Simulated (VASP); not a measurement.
Runs of VASP 6.6.1 on Na3TeF. The structure is that of space group Pm-3m (No. 221), or close to it. The cells are those of the table. 

```csv
task,level,cell,k mesh,cutoff (eV),smearing,gap on the mesh (eV),pressure (GPa)
single point,PBE,"a = 4.733 Å, 5 atoms",6 × 6 × 6,520,gaussian 0.02 eV,2.10,0.0
single point,PBE,"a = 4.765 Å, 5 atoms",4 × 4 × 4,520,gaussian 0.1 eV,2.01,-0.6
single point,r2SCAN,"a = 4.733 Å, 5 atoms",6 × 6 × 6,520,gaussian 0.02 eV,2.86,(a)
relaxation of cell and atoms,PBE,"relaxed from a = 4.765 Å, 5 atoms",6 × 6 × 6,600,gaussian 0.02 eV,2.10,0.0
```

Alike in all rows: potentials or basis VASP PAW PBE potentials, release 64 (Na_pv, Te, F); no spin polarisation.

Fill in the values left out.

(a) -1.6.

Caveats: spin-orbit coupling is left out, which moves the levels of the heavy elements; the PAW data sets were made with another functional, which shifts forces and pressure a little (at least some runs).

A k mesh can miss the band edges, and the runs leave out spin-orbit coupling on Te.
